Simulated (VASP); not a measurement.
## Zr2C3: relaxation of cell and atoms with PBE

Crystal: Zr2C3.

```
CELL_PARAMETERS angstrom
3.83100 0.00000 0.00000
0.00000 3.83100 0.00000
0.00000 0.00000 5.41785
ATOMIC_POSITIONS crystal
Zr 0.50000 0.00000 0.75000
Zr 0.00000 0.50000 0.25000
C 0.00000 0.00000 0.00000
C 0.50000 0.50000 0.50000
C 0.00000 0.00000 0.50000
```

```json
{"Program": "VASP 6.6.1", "Task": "relaxation of cell and atoms", "Functional": "PBE", "Potentials or basis": "VASP PAW PBE potentials, release 64 (Zr_sv, C)", "Cutoff": "600 eV", "k mesh": "4 × 4 × 4", "Occupations": "gaussian, width 0.1 eV", "Spin": "no spin polarisation", "Dipole correction": "no", "Further INCAR settings": "ALGO = Normal; EDIFF = 1e-07; IBRION = 2; EDIFFG = -0.04; NSW = 90; ISIF = 3"}
```

```
Relaxed volume                         : 12.18 Å³/atom
Relaxed cell                           : a = 4.434 Å, b = 4.434 Å, c = 3.098 Å, α = 90.00°, β = 90.00°, γ = 90.00°
Space group after relaxing (to 0.05 Å) : P-4m2 (No. 115)
Energy gained by relaxing              : 343.0 meV/atom
Ionic steps                            : 45
Pressure after relaxing                : 0.4 GPa
Band gap on the k mesh                 : zero (band 18 reaches 9.77 eV, above the bottom of band 19 at 9.14 eV)
```

Stress tensor (GPa, compression positive):
```
0.36 0.00 0.00
0.00 0.36 0.00
0.00 0.00 0.48
```

The path:
```tsv
step	energy change (eV)	largest force (eV/Å)	pressure (GPa)	volume (Å³)
1	0.0000	0.9711	-13.16	79.52
3	-0.3591	0.1928	-0.12	72.12
5	-0.3627	0.0821	0.15	72.10
7	-0.3682	0.1969	-0.13	72.56
9	-0.3965	0.1141	-1.21	73.19
11	-0.7829	0.6493	-6.76	74.80
13	-0.8646	0.5143	-9.50	75.01
15	-0.9634	0.2492	-12.58	74.84
17	-0.9183	0.3715	-10.90	74.99
19	-0.9197	0.3709	-11.04	75.02
21	-0.9245	0.3586	-11.68	75.14
23	-0.9258	0.3448	-12.01	75.20
25	-0.9378	0.3261	-11.88	75.06
27	-0.9898	0.2390	-11.25	74.44
29	-1.1567	0.0244	-8.58	71.94
31	-1.5244	0.7662	5.37	61.59
33	-1.1910	0.5942	6.70	59.15
35	-1.6104	0.6586	4.53	60.63
37	-1.6380	0.5361	1.35	61.63
39	-1.6546	0.4252	-1.12	62.34
41	-1.7074	0.1680	-0.30	61.33
43	-1.7104	0.0792	-0.02	61.02
45	-1.7152	0.0018	0.40	60.89
```

Final structure:
```cif
data_structure
_symmetry_space_group_name_H-M 'P 1'
_symmetry_Int_Tables_number 1
_cell_length_a 4.4335
_cell_length_b 4.4335
_cell_length_c 3.0977
_cell_angle_alpha 90.000
_cell_angle_beta 90.000
_cell_angle_gamma 90.000
_cell_volume 60.89
loop_
_atom_site_label
_atom_site_type_symbol
_atom_site_fract_x
_atom_site_fract_y
_atom_site_fract_z
_atom_site_occupancy
Zr1 Zr 0.50000 0.00000 0.71806 1
Zr2 Zr 0.00000 0.50000 0.28194 1
C1 C 0.00000 0.00000 0.00000 1
C2 C 0.50000 0.50000 0.50000 1
C3 C 0.00000 0.00000 0.50000 1
```

Levels at points of the mesh, in eV from the Fermi level:
| k point | band 14 | band 15 | band 16 | band 17 | band 18 | band 19 | band 20 | band 21 | band 22 |
| --- | --- | --- | --- | --- | --- | --- | --- | --- | --- |
| (0.00, 0.00, 0.00) | -2.31 | -1.59 | -1.39 | -1.32 | -1.32 | -0.38 | 0.39 | 0.39 | 1.64 |
| (0.50, 0.00, 0.00) | -3.56 | -2.61 | -2.36 | -1.88 | -0.80 | 0.27 | 1.32 | 2.19 | 2.26 |
| (0.50, 0.50, 0.00) | -3.59 | -3.59 | -3.10 | -1.11 | -1.11 | 0.96 | 1.54 | 3.70 | 3.70 |
| (0.00, 0.00, 0.50) | -3.98 | -3.20 | -3.20 | -0.57 | -0.57 | 0.65 | 1.95 | 3.88 | 3.88 |
| (0.50, 0.00, 0.50) | -3.84 | -3.37 | -2.60 | -2.10 | -1.54 | 1.13 | 2.72 | 3.02 | 3.43 |
| (0.50, 0.50, 0.50) | -4.03 | -4.03 | -3.93 | -1.93 | -1.93 | 0.77 | 0.98 | 2.52 | 2.73 |

It took 13 min on 1 thread of Intel(R) Xeon(R) Platinum 8488C (Sapphire Rapids), on a shared host, peak memory 0.24 GiB.

Caveat: the k points lie up to 0.51 Å⁻¹ apart in the final cell; the volume moved by over 15 % at a fixed basis, so the end points are rough.
